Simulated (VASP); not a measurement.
Here is a VASP 6.6.1 calculation.

INCAR

```
SYSTEM = Ti3Al7
  PREC = Accurate
  ENCUT = 520
  EDIFF = 1E-7
  ISMEAR = 0
  SIGMA = 0.1
  LREAL = .False.
  LASPH = .True.
  NELM = 100
  ALGO = Normal
  ISIF = 2
  LWAVE = .False.
  LCHARG = .True.
  LDIPOL = .True.
  IDIPOL = 3
  DIPOL = 0.5 0.5 0.500
  GGA = PE
  LELF = .True.
  LVHAR = .True.
  LVACPOTAV = .True.
  NBANDS = 40
```

File KPOINTS:

```
Automatic mesh
0
Gamma
  9 9 1
  0 0 0
```

POSCAR

```
Ti3Al7
1.0
    3.8453468584      0.0000000000      0.0000000000
    0.0000000000      3.8453468584      0.0000000000
    0.0000000000      0.0000000000     23.6228095932
Ti Al
3 7
Direct
    0.5000000000      0.5000000000      0.3193224047
    0.0000000000      0.0000000000      0.5000000055
    0.5000000000      0.5000000000      0.6806776101
    0.0000000000      0.0000000000      0.3143155276
    0.0000000000      0.5000000000      0.4077223735
    0.5000000000      0.0000000000      0.4077223735
    0.5000000000      0.5000000000      0.4999999976
    0.5000000000      0.0000000000      0.5922776220
    0.0000000000      0.5000000000      0.5922776220
    0.0000000000      0.0000000000      0.6856844635
```

Potentials or basis: VASP PAW PBE potentials, release 64 (Ti_sv, Al).

Command:

```console
$ cat potpaw_PBE.64/Ti_sv/POTCAR potpaw_PBE.64/Al/POTCAR > POTCAR
$ mpirun -np 1 vasp_std > vasp.out
```

Q: Predict the band gap on the k mesh.

A: Zero (an odd number of electrons rules out a gap without spin polarisation).

Q: What does it give for the largest force?

A: 0.006 eV/Å.

Forces on the atoms (eV/Å):
```
Ti   0.000  0.000 -0.001
Ti   0.000  0.000  0.000
Ti   0.000  0.000  0.001
Al   0.000  0.000  0.003
Al   0.000  0.000 -0.006
Al   0.000  0.000 -0.006
Al   0.000  0.000  0.000
Al   0.000  0.000  0.006
Al   0.000  0.000  0.006
Al   0.000  0.000 -0.003
```
